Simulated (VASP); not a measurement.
Crystal: ZnS.

```
Zn S
1.0
     0.00000    2.69409    2.69409
     2.69409    0.00000    2.69409
     2.69409    2.69409    0.00000
Zn S
1 1
Direct
  0.00000 0.00000 0.00000
  0.25000 0.25000 0.25000
```

Base run:

- Program: VASP 6.6.1
- Functional: r2SCAN
- Potentials or basis: VASP PAW PBE potentials, release 64 (Zn, S)
- Cutoff: 550 eV
- k mesh: 6 × 6 × 6
- Occupations: gaussian, width 0.01 eV
- Spin: no spin polarisation

Its results: band gap on the k mesh 2.72 eV; pressure 0.0 GPa.

Problem. After a change of settings the same cell gave: band gap on the k mesh 2.77 eV; pressure 2.3 GPa. Which change was it?
A. functional from r2SCAN to PBE-based screened hybrid with 10 % exact exchange; cutoff from 550 eV to 520 eV; k mesh from 6 × 6 × 6 to 4 × 4 × 4
B. functional from r2SCAN to HSE06; cutoff from 550 eV to 520 eV; k mesh from 6 × 6 × 6 to 4 × 4 × 4
C. functional from r2SCAN to PBEsol; cutoff from 550 eV to 520 eV; further incar settings from ALGO = Normal; EDIFF = 1e-06; NBANDS = 16 to ALGO = Normal; EDIFF = 1e-07; NBANDS = 16
D. functional from r2SCAN to PBEsol; cutoff from 550 eV to 500 eV; dispersion from none to D3(BJ)

Solution. A.

Caveats: some runs use coarse meshes; the PAW data sets were made with another functional, which shifts forces and pressure a little.
